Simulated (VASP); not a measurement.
A run of VASP 6.6.1 is set up as follows.

Contents of POSCAR:

```
Ta
1.0
   -1.6485232670      1.6485232670      1.6485232670
    1.6485232670     -1.6485232670      1.6485232670
    1.6485232670      1.6485232670     -1.6485232670
Ta
1
Direct
    0.0000000000      0.0000000000      0.0000000000
```

INCAR.step1

```
SYSTEM = Ta
  PREC = Accurate
  ENCUT = 520
  ISMEAR = 0
  SIGMA = 0.15
  LREAL = .False.
  LASPH = .True.
  NELM = 100
  NBANDS = 12
  GGA = PE
  ALGO = Normal
  EDIFF = 1E-4
  LWAVE = .True.
  LCHARG = .False.
```

Contents of INCAR.step2:

```
SYSTEM = Ta
  PREC = Accurate
  ENCUT = 520
  EDIFF = 1E-7
  ISMEAR = 0
  SIGMA = 0.15
  LREAL = .False.
  LASPH = .True.
  NELM = 100
  ALGO = Normal
  ISIF = 2
  LWAVE = .False.
  LCHARG = .True.
  METAGGA = R2SCAN
  LMIXTAU = .True.
  LELF = .True.
  LVHAR = .True.
  NBANDS = 12
  ISTART = 1
```

The input KPOINTS:

```
regular mesh
0
Gamma
  8 8 8
  0 0 0
```

Potentials or basis: VASP PAW PBE potentials, release 64 (Ta_pv).

Launch:

```bash
$ cat potpaw_PBE.64/Ta_pv/POTCAR > POTCAR
$ cp INCAR.step1 INCAR
$ mpirun -np 1 vasp_std > vasp.out
$ cp INCAR.step2 INCAR
$ mpirun -np 1 vasp_std > vasp.out
```

(1) Estimate the pressure.

Results:

(1) -0.2 GPa.

Caveat: the PAW data sets were made with another functional, which shifts forces and pressure a little.
